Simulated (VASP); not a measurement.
# MgZnO4 (F-43m) in VASP: a series of runs

MgZnO4 is run at these levels: PBE; tasks: single point.

All numbers are computed with VASP 6.6.1; they aren't measurements. Logs are shortened: lines on timing, memory, paths and dates and some standing lists are left out, and cuts for length are marked.

### Step 1. The cell of the first run

It takes space group F-43m (No. 216, cubic). Conventional cell: a = 6.238 Å, b = 6.238 Å, c = 6.238 Å, α = 90.00°, β = 90.00°, γ = 90.00°. Mg (site symmetry -43m) has 12 O at 2.59 Å and 4 Zn at 2.70 Å within 3.4 Å. Zn (site symmetry -43m) has 12 O at 2.59 Å and 4 Mg at 2.70 Å within 3.4 Å. Within 2.9 Å of O (site symmetry 3m) lie 6 O at 2.20 to 2.21 Å and 3 Mg at 2.59 Å and 3 Zn at 2.59 Å.

### Step 2. Single point, PBE

The input, INCAR:

```
PREC = Accurate ; ENCUT = 520
EDIFF = 1E-7 ; ISMEAR = 0
SIGMA = 0.1 ; LREAL = False
LASPH = True ; NELM = 80
ALGO = Normal ; ISIF = 2
LWAVE = False ; LCHARG = False
GGA = PE ; NBANDS = 28
```

The input, KPOINTS:

```
regular mesh
0
Gamma
  6 6 6
```

The input, POSCAR:

```
MgZnO4
1.0
    0.0000000000      3.1191181529      3.1191181529
    3.1191181529      0.0000000000      3.1191181529
    3.1191181529      3.1191181529      0.0000000000
Mg Zn O
1 1 4
Direct
    0.2500000000      0.2500000000      0.2500000000
    0.0000000000      0.0000000000      0.0000000000
    0.6246753312      0.6246753312      0.6246753312
    0.6246753312      0.1259740065      0.6246753312
    0.1259740065      0.6246753312      0.6246753312
    0.6246753312      0.6246753312      0.1259740065
```

Potentials or basis: VASP PAW PBE potentials, release 64 (Mg, Zn, O).

Run with:

```console
cat potpaw_PBE.64/Mg/POTCAR potpaw_PBE.64/Zn/POTCAR potpaw_PBE.64/O/POTCAR > POTCAR
mpirun -np 1 vasp_std > vasp.out
```

OUTCAR:

```text
PREC = Accurate
   ENCUT = 520
   EDIFF = 1E-7
   ISMEAR = 0
   LREAL = False
   LASPH = True
   NELM = 80
   ISIF = 2
   GGA = PE

 ion  position               nearest neighbor table
   1  0.250  0.250  0.250-   4 2.59   5 2.59   5 2.59   6 2.59   4 2.59   6 2.59   3 2.59   3 2.59
                             3 2.59   4 2.59   5 2.59   6 2.59   2 2.70   2 2.70   2 2.70   2 2.70
   2  0.000  0.000  0.000-   1 2.70   1 2.70   1 2.70   1 2.70
   3  0.625  0.625  0.625-   1 2.59   1 2.59   1 2.59
   4  0.625  0.126  0.625-   1 2.59   1 2.59   1 2.59
   5  0.126  0.625  0.625-   1 2.59   1 2.59   1 2.59
   6  0.625  0.625  0.126-   1 2.59   1 2.59   1 2.59

  LATTYP: Found a face centered cubic cell.
 ALAT       =     6.2382363058

  Lattice vectors:

 A1 = (   0.0000000000,   3.1191181529,   3.1191181529)
 A2 = (   3.1191181529,   0.0000000000,   3.1191181529)
 A3 = (   3.1191181529,   3.1191181529,   0.0000000000)

Analysis of symmetry for initial positions (statically):
=====================================================================
 Subroutine PRICEL returns:
 Original cell was already a primitive cell.

 Routine SETGRP: Setting up the symmetry group for a
 face centered cubic supercell.

 Subroutine GETGRP returns: Found 24 space group operations
 (whereof 24 operations were pure point group operations)
 out of a pool of 48 trial point group operations.

The static configuration has the point symmetry T_d .

Analysis of symmetry for dynamics (positions and initial velocities):
=====================================================================
 Subroutine PRICEL returns:
 Original cell was already a primitive cell.

 Routine SETGRP: Setting up the symmetry group for a
 face centered cubic supercell.

 Subroutine GETGRP returns: Found 24 space group operations
 (whereof 24 operations were pure point group operations)
 out of a pool of 48 trial point group operations.

The dynamic configuration has the point symmetry T_d .

 Subroutine INISYM returns: Found 24 space group operations
 (whereof 24 operations are pure point group operations),
 and found     1 'primitive' translations

----------------------------------------------------------------------------------------

                                     Primitive cell

  volume of cell :      60.6912

  direct lattice vectors                    reciprocal lattice vectors
     0.000000000  3.119118153  3.119118153    -0.160301718  0.160301718  0.160301718
     3.119118153  0.000000000  3.119118153     0.160301718 -0.160301718  0.160301718
     3.119118153  3.119118153  0.000000000     0.160301718  0.160301718 -0.160301718

  length of vectors
     4.411099194  4.411099194  4.411099194     0.277650721  0.277650721  0.277650721

  position of ions in fractional coordinates (direct lattice)
     0.250000000  0.250000000  0.250000000
     0.000000000  0.000000000  0.000000000
     0.624675331  0.624675331  0.624675331
     0.624675331  0.125974007  0.624675331
     0.125974007  0.624675331  0.624675331
     0.624675331  0.624675331  0.125974007

  ion indices of the primitive-cell ions
   primitive index   ion index
                 1           1
                 2           2
                 3           3
                 4           4
                 5           5
                 6           6

----------------------------------------------------------------------------------------

 KPOINTS: regular mesh

Automatic generation of k-mesh.
 Grid dimensions read from file:
 generate k-points for:    6    6    6

 Generating k-lattice:

  Cartesian coordinates                     Fractional coordinates (reciprocal lattice)
    -0.026716953  0.026716953  0.026716953     0.166666667  0.000000000  0.000000000
     0.026716953 -0.026716953  0.026716953     0.000000000  0.166666667  0.000000000
     0.026716953  0.026716953 -0.026716953     0.000000000  0.000000000  0.166666667

  Length of vectors
     0.046275120  0.046275120  0.046275120

  Shift w.r.t. Gamma in fractional coordinates (k-lattice)
     0.000000000  0.000000000  0.000000000

 Subroutine IBZKPT returns following result:
 ===========================================

 Found     16 irreducible k-points:

 Following reciprocal coordinates:
            Coordinates               Weight
  0.000000  0.000000  0.000000      1.000000
  0.166667  0.000000  0.000000      8.000000
  0.333333  0.000000  0.000000      8.000000
  0.500000  0.000000  0.000000      4.000000
  0.166667  0.166667  0.000000      6.000000
  0.333333  0.166667  0.000000     24.000000
[... 8 lines left out ...]
 -0.333333  0.333333  0.166667     24.000000
 -0.333333  0.500000  0.166667     12.000000
   k-points           NKPTS =     16   k-points in BZ     NKDIM =     16   number of bands    NBANDS=     28
   number of dos      NEDOS =    301   number of ions     NIONS =      6
   total plane-waves  NPLWV =  46656
   dimension x,y,z NGX =    36 NGY =   36 NGZ =   36
   dimension x,y,z NGXF=    72 NGYF=   72 NGZF=   72
   ions per type =               1   1   4
   NGX,Y,Z   is equivalent  to a cutoff of  13.57, 13.57, 13.57 a.u.
   NGXF,Y,Z  is equivalent  to a cutoff of  27.14, 27.14, 27.14 a.u.
 SYSTEM =  unknown system
   PREC   = accura    normal or accurate (medium, high low for compatibility)
   ISTART =      0    job   : 0-new  1-cont  2-samecut
   ICHARG =      2    charge: 1-file 2-atom 10-const
   ISPIN  =      1    spin polarized calculation?
   LNONCOLLINEAR =      F non collinear calculations
   LSORBIT =      F    spin-orbit coupling
   LASPH  =      T    aspherical Exc in radial PAW
   ENCUT  =  520.0 eV  38.22 Ry    6.18 a.u.   8.20  8.20  8.20*2*pi/ulx,y,z
   NELM   =     80;   NELMIN=  2; NELMDL= -5     # of ELM steps
   EDIFF  = 0.1E-06   stopping-criterion for ELM
   LREAL  =      F    real-space projection
   EDIFFG = 0.1E-05   stopping-criterion for IOM
   NSW    =      0    number of steps for IOM
   IBRION =     -1    ionic relax: 0-MD 1-quasi-New 2-CG
   NFREE  =      0    steps in history (QN), initial steepest desc. (CG)
   ISIF   =      2    stress and relaxation
   ISYM   =      2    0-nonsym 1-usesym 2-fastsym
   POTIM  = 0.5000    time-step for ionic-motion
   TEBEG  =    0.0;   TEEND  =   0.0 temperature during run
   PSTRESS=    0.0 pullay stress
   NELECT =      38.0000    total number of electrons
   NUPDOWN=      -1.0000    fix difference up-down
   EMIN   =  10.00;   EMAX   =-10.00  energy-range for DOS
   EFERMI =   0.00;   METHOD = LEGACY
   ISMEAR =     0;   SIGMA  =   0.10  broadening in eV -4-tet -1-fermi 0-gaus
   EFERMI_NEDOS =   21; number of points for ismear=-14 and -15
   IALGO  =     38    algorithm
   IMIX   =      4    mixing-type and parameters
     AMIX     =   0.40;   BMIX     =  1.00
     AMIX_MAG =   1.60;   BMIX_MAG =  1.00
  volume/ion in A,a.u.               =      10.12        68.26
  Fermi-wavevector in a.u.,A,eV,Ry     =   1.400536  2.646629 26.687834  1.961500
  Thomas-Fermi vector in A             =   2.523487
   LORBIT       =      0    0 simple, 1 ext, 2 COOP (PROOUT), +10 PAW based schemes
   GGA     = PE    functional components
   LHFCALC =     F    Hartree Fock is set to
   AEXX    =    0.0000 exact exchange contribution
   IVDW    =     0    specifies the selected vdW correction
   LEPSILON=     F    determine dielectric tensor
   LRPA    =     F    only Hartree local field effects (RPA)
 non-spin polarized calculation
 Gauss-broadening in eV      SIGMA  =   0.10
  energy-cutoff  :      520.00
  volume of cell :       60.69
 maximum number of plane-waves:      1660
 NGX is ok and might be reduce to    36
   NGX = 17   NGY = 17   NGZ = 17

 number of electron      38.0000004 magnetization

 Free energy of the ion-electron system (eV)
  ---------------------------------------------------
  ext. energy  EPLUGINS =         0.00000000
  ---------------------------------------------------
  free energy    TOTEN  =       -19.76162397 eV

  energy without entropy =      -19.75049295  energy(sigma->0) =      -19.75605846

 E-fermi :   3.7106     XC(G=0): -11.3185

 val. band max:        3.5744411787   @ k =  -0.3333   0.3333   0.0000
 cond. band min:       3.7391408160   @ k =   0.0000   0.0000   0.0000
 fundamental gap:      0.1646996373
 Fermi energy:         3.7105528341

 k-point     1 :       0.0000    0.0000    0.0000
  band No.  band energies     occupation
      1     -16.6054      2.00000
      2     -12.7842      2.00000
      3     -12.7842      2.00000
      4     -12.7842      2.00000
      5      -3.8093      2.00000
      6      -3.8093      2.00000
[... 20 lines left out ...]
     27      15.8401      0.00000
     28      15.8401      0.00000

 k-point     2 :       0.1667    0.0000    0.0000
  band No.  band energies     occupation
      1     -16.4552      2.00000
      2     -13.0831      2.00000
      3     -12.8028      2.00000
      4     -12.8028      2.00000
      5      -3.8381      2.00000
      6      -3.8381      2.00000
[... 20 lines left out ...]
     27      15.0635      0.00000
     28      15.6805      0.00000

 k-point     3 :       0.3333    0.0000    0.0000
  band No.  band energies     occupation
      1     -16.0666      2.00000
      2     -13.7448      2.00000
      3     -12.8396      2.00000
      4     -12.8396      2.00000
      5      -3.7712      2.00000
      6      -3.7712      2.00000
[... 20 lines left out ...]
     27      15.3961      0.00000
     28      15.3961      0.00000

 k-point     4 :       0.5000    0.0000    0.0000
  band No.  band energies     occupation
      1     -15.7753      2.00000
      2     -14.1620      2.00000
      3     -12.8576      2.00000
      4     -12.8576      2.00000
      5      -3.6848      2.00000
      6      -3.6848      2.00000
[... 20 lines left out ...]
     27      15.2650      0.00000
     28      15.2650      0.00000

 k-point     5 :       0.1667    0.1667    0.0000
  band No.  band energies     occupation
      1     -16.4029      2.00000
      2     -13.1504      2.00000
      3     -12.8251      2.00000
      4     -12.8251      2.00000
      5      -3.9423      2.00000
      6      -3.7612      2.00000
[... 20 lines left out ...]
     27      15.1480      0.00000
     28      15.4258      0.00000

 k-point     6 :       0.3333    0.1667    0.0000
  band No.  band energies     occupation
      1     -16.0795      2.00000
      2     -13.6785      2.00000
      3     -12.8692      2.00000
      4     -12.8633      2.00000
      5      -3.9236      2.00000
      6      -3.7297      2.00000
[... 215 lines left out ...]
      5      -3.9365      2.00000
      6      -3.6638      2.00000
[... 20 lines left out ...]
     27      13.8123      0.00000
     28      15.4504      0.00000

 k-point    14 :       0.5000    0.3333    0.1667
  band No.  band energies     occupation
      1     -15.7065      2.00000
      2     -14.1666      2.00000
      3     -12.9458      2.00000
      4     -12.8912      2.00000
      5      -3.8673      2.00000
      6      -3.6833      2.00000
[... 20 lines left out ...]
     27      14.4050      0.00000
     28      15.6163      0.00000

 k-point    15 :      -0.3333    0.3333    0.1667
  band No.  band energies     occupation
      1     -15.3868      2.00000
      2     -14.5403      2.00000
      3     -12.9775      2.00000
      4     -12.9148      2.00000
      5      -3.7724      2.00000
      6      -3.6848      2.00000
[... 20 lines left out ...]
     27      14.6992      0.00000
     28      15.7301      0.00000

 k-point    16 :      -0.3333    0.5000    0.1667
  band No.  band energies     occupation
      1     -15.0069      2.00000
      2     -14.9382      2.00000
      3     -12.9638      2.00000
      4     -12.9560      2.00000
      5      -3.8293      2.00000
      6      -3.6463      2.00000
[... 20 lines left out ...]
     27      14.4842      0.00000
     28      15.7383      0.00000

------------------------ aborting loop because EDIFF is reached ----------------------------------------

  FORCE on cell =-STRESS in cart. coord.  units (eV):
  Direction    XX          YY          ZZ          XY          YZ          ZX
  --------------------------------------------------------------------------------------
  -------------------------------------------------------------------------------------
  Total       -0.0709884     -0.0709884     -0.0709884     -0.0000000      0.0000000     -0.0000000
  in kB       -1.8740119     -1.8740119     -1.8740119     -0.0000000      0.0000000     -0.0000000
  external PRESSURE =      -1.8740119 kB  Pullay stress =       0.0000000 kB

 VOLUME and BASIS-vectors are now :
 -----------------------------------------------------------------------------
  energy-cutoff  :      520.00
  volume of cell :       60.69
      direct lattice vectors                 reciprocal lattice vectors
     0.000000000  3.119118153  3.119118153    -0.160301718  0.160301718  0.160301718
     3.119118153  0.000000000  3.119118153     0.160301718 -0.160301718  0.160301718
     3.119118153  3.119118153  0.000000000     0.160301718  0.160301718 -0.160301718

 POSITION                                       TOTAL-FORCE (eV/Angst)
 -----------------------------------------------------------------------------------
      1.55956      1.55956      1.55956         0.000000      0.000000      0.000000
      0.00000      0.00000      0.00000         0.000000     -0.000000      0.000000
      3.89687      3.89687      3.89687        -0.002271     -0.002271     -0.002271
      2.34136      3.89687      2.34136         0.002271     -0.002271      0.002271
      3.89687      2.34136      2.34136        -0.002271      0.002271      0.002271
      2.34136      2.34136      3.89687         0.002271      0.002271     -0.002271
 -----------------------------------------------------------------------------------
    total drift:                               -0.000000     -0.000000     -0.000001

  FREE ENERGIE OF THE ION-ELECTRON SYSTEM (eV)
  ---------------------------------------------------
  free  energy   TOTEN  =       -19.7616239705 eV

  energy  without entropy=      -19.7504929488  energy(sigma->0) =      -19.75605846
```

Run time: 15 s. Hardware: 1 thread of Intel Xeon 6975P-C (Granite Rapids), shared host; peak memory 0.21 GiB.

Results:

```
Free energy            : -19.7616 eV
Pressure               : -0.2 GPa
Largest force          : 0.004 eV/Å
Band gap on the k mesh : zero (band 19 reaches 3.77 eV, above the bottom of band 20 at 3.57 eV)
```

Forces on the atoms (eV/Å):
```
Mg   0.000  0.000  0.000
Zn   0.000  0.000  0.000
O   -0.002 -0.002 -0.002
O    0.002 -0.002  0.002
O   -0.002  0.002  0.002
O    0.002  0.002 -0.002
```

Levels at points of the mesh, in eV from the Fermi level:
```tsv
k point	band 17	band 18	band 19	band 20	band 21	band 22
(0.00, 0.00, 0.00)	0.03	0.03	0.03	0.89	0.89	0.89
(0.50, 0.00, 0.00)	-2.13	-2.13	0.06	0.37	0.81	0.81
(0.50, 0.50, 0.00)	-2.06	-2.06	-1.96	0.68	0.68	1.70
```

(Part 1 of 2 ends here.)
